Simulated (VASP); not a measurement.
Yb: single point with PBE

Crystal: Yb.

```
Yb
1.0
     0.00000    2.81564    2.06753
     2.81564    0.00000    2.06753
     2.81564    2.81564    0.00000
Yb
1
Direct
  0.00000 0.00000 0.00000
```

This cell differs from its parent crystal: volume 32.782 Å^3 an atom, c/a of the conventional cell 0.7343.

```
Program                : VASP 6.6.1
Task                   : single point
Functional             : PBE
Potentials or basis    : VASP PAW PBE potentials, release 64 (Yb)
Cutoff                 : 520 eV
k mesh                 : 16 × 16 × 16
Occupations            : gaussian, width 0.15 eV
Spin                   : no spin polarisation
Dipole correction      : no
Further INCAR settings : ALGO = Fast; EDIFF = 1e-06; NBANDS = 18
```

```yaml
Pressure: 1.0 GPa
Band_gap_on_the_k_mesh: zero (band 12 reaches 2.23 eV, above the bottom of band 13 at 1.55 eV)
```

Stress tensor (GPa, compression positive):
```
1.12 0.00 0.00
0.00 1.12 0.00
0.00 0.00 0.71
```

Levels at points of the mesh, in eV from the Fermi level:
```
           k point  band 10  band 11  band 12  band 13  band 14  band 15
(0.00, 0.00, 0.00)    -0.30    -0.30    -0.27     2.94     2.94     3.27
(0.50, 0.00, 0.00)    -0.33    -0.31    -0.28     1.19     1.41     4.68
(0.50, 0.50, 0.00)    -0.40    -0.29    -0.29    -0.29     5.32     6.03
(0.50, 0.00, 0.50)    -0.33    -0.31    -0.29     1.06     1.24     5.15
```

Run time: 6.4 min on 1 thread of Intel(R) Xeon(R) 6975P-C (Granite Rapids), with other jobs on the host, peak memory 0.35 GiB.

Caveat: spin-orbit coupling is left out, which moves the levels of the heavy elements. Spin polarisation is off, so any magnetic state and its effect on volume and gap are missing.
